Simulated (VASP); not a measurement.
Input of a VASP 6.6.1 run:

File POSCAR:

```
SrCl2
1.0
    4.4072489055      0.0000000000      0.0000000000
   -2.2036244528      3.8167895130      0.0000000000
    0.0000000000      0.0000000000      5.4779880476
Sr Cl
1 2
Direct
    0.0000000000      0.0000000000      0.0000000000
    0.3333333333      0.6666666667      0.2526730144
    0.6666666667      0.3333333333      0.7473269856
```

File INCAR.step1:

```
PREC = Accurate
ENCUT = 520
ISMEAR = 0
SIGMA = 0.01
LREAL = False
LASPH = True
NELM = 80
NBANDS = 19
GGA = PE
ALGO = Normal
EDIFF = 1E-4
LWAVE = True
LCHARG = False
```

Contents of INCAR.step2:

```
PREC = Accurate
ENCUT = 520
EDIFF = 1E-7
ISMEAR = 0
SIGMA = 0.01
LREAL = False
LASPH = True
NELM = 80
ALGO = Normal
ISIF = 2
LWAVE = False
LCHARG = False
METAGGA = R2SCAN
LMIXTAU = True
NBANDS = 19
ISTART = 1
```

KPOINTS

```
Automatic mesh
0
Gamma
  6 6 6
```

Potentials or basis: VASP PAW PBE potentials, release 64 (Sr_sv, Cl).

Launch:

```console
$ cat potpaw_PBE.64/Sr_sv/POTCAR potpaw_PBE.64/Cl/POTCAR > POTCAR
$ cp INCAR.step1 INCAR
$ mpirun -np 1 vasp_std > vasp.out
$ cp INCAR.step2 INCAR
$ mpirun -np 1 vasp_std > vasp.out
```

**Question.** Predict the pressure.

**Answer.** 0.9 GPa.

**Question.** What does it give for the largest force?

**Answer.** 0.008 eV/Å.

Forces on the atoms (eV/Å):
```
Sr   0.000  0.000  0.000
Cl   0.000  0.000  0.008
Cl   0.000  0.000 -0.008
```

Caveat: the cell differs from its parent crystal (uniaxial z strain -2.1%); the PAW data sets were made with another functional, which shifts forces and pressure a little.
